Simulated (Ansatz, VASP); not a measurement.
Al in VASP and in Ansatz

```
CELL_PARAMETERS angstrom
-3.23410 3.23410 3.23410
3.23410 -3.23410 3.23410
3.23410 3.23410 -3.23410
ATOMIC_POSITIONS crystal
Al 0.00000 0.00000 0.00000
Al 0.50000 0.50000 0.00000
Al 0.50000 0.00000 0.50000
Al 0.00000 0.50000 0.50000
Al 0.50000 0.50000 0.50000
Al 0.00000 0.00000 0.50000
Al 0.00000 0.50000 0.00000
Al 0.50000 0.00000 0.00000
```

Alike in both runs: functional PBE; k mesh 8 × 8 × 8; occupations gaussian, width 0.1 eV; no spin polarisation.

Ansatz relaxed the structure, and its values are those at the end. VASP's run is a single point on that final structure, the one shown.

```csv
,VASP,Ansatz
version,VASP 6.6.1,Ansatz 0.2.0
potentials or method,"VASP PAW PBE potentials, release 64 (Al), cutoff 520 eV","scalar-relativistic, plane waves, PAW"
valence electrons in the cell,24,24
```

|  | VASP | Ansatz | Ansatz less VASP |
| --- | --- | --- | --- |
| gap on the k mesh at the Fermi level (eV) | none | none | - |
| pressure (GPa) | 0.1 | 0.1 | +0.02 |

A gap of «none» marks a metal or a gap that the smearing closes. The functional is the same, so the differences come from potentials, cutoffs and numerics.
